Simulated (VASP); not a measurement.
Write the native input for VASP 6.6.1 that does the following.

| Quantity | Value |
| --- | --- |
| Task | single point |
| Functional | PBE |
| Potentials or basis | VASP PAW PBE potentials, release 64 (Ca_sv, Lu, H) |
| Cutoff | 520 eV |
| k mesh | 10 × 10 × 10 |
| Occupations | gaussian, width 0.1 eV |
| Spin | no spin polarisation |
| Dipole correction | no |
| Further INCAR settings | ALGO = Normal; EDIFF = 1e-06; NBANDS = 29 |

The structure of CaLuH5 lies in POSCAR:

```
CaLuH5
1.0
    0.0000000000      3.3720201840      3.3720201840
    3.3720201840      0.0000000000      3.3720201840
    3.3720201840      3.3720201840      0.0000000000
Ca Lu H
1 1 5
Direct
    0.7500000000      0.7500000000      0.7500000000
    0.0000000000      0.0000000000      0.0000000000
    0.5000000000      0.5000000000      0.5000000000
    0.3829199536      0.8512401391      0.3829199536
    0.3829199536      0.3829199536      0.3829199536
    0.8512401391      0.3829199536      0.3829199536
    0.3829199536      0.3829199536      0.8512401391
```

These files were run (other wordings do the same):

INCAR

```
SYSTEM = CaLuH5
PREC     = Accurate       ! precision mode
ENCUT    = 520            ! plane-wave cutoff, eV
EDIFF    = 1E-6           ! SCF threshold, eV
ISMEAR   = 0              ! smearing method
SIGMA    = 0.1            ! smearing width, eV
LREAL    = .False.        ! projectors in reciprocal space
LASPH    = .True.         ! aspherical terms in the spheres
NELM     = 100            ! most SCF steps
ALGO     = Normal         ! electronic algorithm
ISIF     = 2              ! what is computed and relaxed
LWAVE    = .False.        ! write WAVECAR
LCHARG   = .True.         ! write CHGCAR
GGA      = PE             ! functional
LELF     = .True.         ! ELF
LVHAR    = .True.       
NBANDS   = 29             ! bands
```

KPOINTS

```
regular mesh
0
Gamma
  10 10 10
  0 0 0
```

Potentials or basis: VASP PAW PBE potentials, release 64 (Ca_sv, Lu, H).

Run with:

```console
$ cat potpaw_PBE.64/Ca_sv/POTCAR potpaw_PBE.64/Lu/POTCAR potpaw_PBE.64/H/POTCAR > POTCAR
$ mpirun -np 1 vasp_std > vasp.out
```

It gave:

```json
{
  "Pressure": "0.0 GPa",
  "Band gap on the k mesh": "zero (band 20 reaches 2.93 eV, above the bottom of band 21 at 2.12 eV)"
}
```

Caveat: spin-orbit coupling is left out, which moves the levels of the heavy elements.

It took 89 s on 1 thread of Intel(R) Xeon(R) Platinum 8124M CPU @ 3.00GHz (Skylake/Cascade Lake), with other jobs on the host, peak memory 0.28 GiB.
